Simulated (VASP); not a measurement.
Al4Cl:

```
CELL_PARAMETERS angstrom
3.03476 -3.17234 0.00000
3.03476 3.17234 0.00000
0.00000 0.00000 5.74713
ATOMIC_POSITIONS crystal
Al 0.70404 0.70404 0.33542
Al 0.29596 0.29596 0.33542
Al 0.70404 0.70404 0.66458
Al 0.29596 0.29596 0.66458
Cl 0.00000 0.00000 0.50000
```

| Property | Result |
| --- | --- |
| Program | VASP 6.6.1 |
| Task | relaxation of cell and atoms |
| Functional | PBE |
| Potentials or basis | VASP PAW PBE potentials, release 64 (Al, Cl) |
| Cutoff | 600 eV |
| k mesh | 4 × 4 × 4 |
| Occupations | gaussian, width 0.1 eV |
| Spin | no spin polarisation |

At the start: pressure 37.9 GPa; volume 22.13 Å³/atom.

How do energy, volume and symmetry change on relaxing?

Over 53 steps the energy falls by 2345.9 meV/atom and the volume is 22.63 Å³/atom (+2.3 %); space group P6/mmm (No. 191, to 0.05 Å).

The path:
| step | energy change (eV) | largest force (eV/Å) | pressure (GPa) | volume (Å³) |
| --- | --- | --- | --- | --- |
| 1 | 0.0000 | 13.7905 | 37.90 | 110.66 |
| 3 | -8.8033 | 0.2209 | -5.34 | 201.20 |
| 5 | -10.0959 | 0.4190 | -3.68 | 150.44 |
| 7 | -10.1001 | 0.4482 | -3.35 | 148.46 |
| 9 | -10.3798 | 0.8016 | 8.04 | 106.60 |
| 11 | -11.0009 | 0.4667 | 0.48 | 119.16 |
| 13 | -11.0092 | 0.4373 | -0.10 | 120.66 |
| 15 | -11.2053 | 0.3755 | 0.71 | 114.15 |
| 17 | -11.2758 | 0.3317 | 1.37 | 111.30 |
| 19 | -11.3638 | 0.1408 | 1.88 | 109.05 |
| 21 | -11.3855 | 0.1563 | 1.01 | 110.98 |
| 23 | -11.3997 | 0.0923 | -0.26 | 114.08 |
| 25 | -11.4177 | 0.1192 | -0.28 | 113.81 |
| 27 | -11.5347 | 0.4125 | -0.01 | 112.11 |
| 29 | -11.5955 | 0.4899 | 0.60 | 111.00 |
| 31 | -11.6353 | 0.3113 | 1.98 | 109.27 |
| 33 | -11.6461 | 0.3424 | 1.62 | 109.66 |
| 35 | -11.6541 | 0.2002 | 1.59 | 110.09 |
| 37 | -11.6852 | 0.0760 | 0.62 | 112.00 |
| 39 | -11.6917 | 0.1951 | -0.07 | 113.55 |
| 41 | -11.6939 | 0.1599 | -0.06 | 113.48 |
| 43 | -11.7020 | 0.1201 | -0.29 | 113.75 |
| 45 | -11.7108 | 0.1226 | 0.20 | 112.30 |
| 47 | -11.7139 | 0.1242 | 0.72 | 110.91 |
| 49 | -11.7225 | 0.0594 | 0.55 | 111.32 |
| 51 | -11.7262 | 0.0839 | 0.36 | 111.78 |
| 53 | -11.7296 | 0.0161 | -0.06 | 113.17 |

Final structure:
```
Al Cl
1.0
     4.32633   -2.50709    0.00000
     4.32633    2.50709    0.00000
     0.00000    0.00000    5.21674
Al Cl
4 1
Direct
  0.66656 0.66656 0.24782
  0.33344 0.33344 0.24782
  0.66656 0.66656 0.75218
  0.33344 0.33344 0.75218
  0.00000 0.00000 0.50000
```

Caveat: an odd number of electrons without spin polarisation forces a metal; a magnetic or distorted state may lie lower.
